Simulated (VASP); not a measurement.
Wanted: the native input for a VASP 6.6.1 run.

```yaml
Task: single point
Functional: PBEsol
Potentials_or_basis: VASP PAW PBE potentials, release 64 (Pb_d)
Cutoff: 520 eV
k_mesh: 7 × 7 × 7
Occupations: methfessel-paxton, width 0.05 eV
Spin: no spin polarisation
Dipole_correction: no
Further_INCAR_settings: ALGO = Fast; EDIFF = 1e-06; NBANDS = 13
```

The structure of Pb lies in POSCAR:

```
Pb
1.0
   -0.0069630000      2.4696840000      2.4484290000
    2.4475870000     -0.0269830000      2.4684490000
    2.4538240000      2.4959410000     -0.0332200000
Pb
1
Direct
   -0.0123650000      0.0070870000      0.0165600000
```

These files were run (other wordings do the same):

INCAR

```
PREC = Accurate
ENCUT = 520
EDIFF = 1E-6
ISMEAR = 1
SIGMA = 0.05
LREAL = F
LASPH = T
NELM = 60
ALGO = Fast
ISIF = 2
LWAVE = F
LCHARG = F
GGA = PS
NBANDS = 13
```

KPOINTS

```
regular mesh
0
Gamma
  7 7 7
```

Potentials or basis: VASP PAW PBE potentials, release 64 (Pb_d).

Run with:

```bash
$ cat potpaw_PBE.64/Pb_d/POTCAR > POTCAR
$ mpirun -np 1 vasp_std > vasp.out
```

Results of the run:

```yaml
Pressure: 0.0 GPa
Band_gap_on_the_k_mesh: zero (band 7 reaches 14.28 eV, above the bottom of band 8 at 5.63 eV)
```

Caveat: the PAW data sets were made with another functional, which shifts forces and pressure a little; spin-orbit coupling is left out, which moves the levels of the heavy elements.

Run time: 42 s on 1 thread of Intel(R) Xeon(R) Platinum 8488C (Sapphire Rapids) (shared host), peak memory 0.2 GiB.
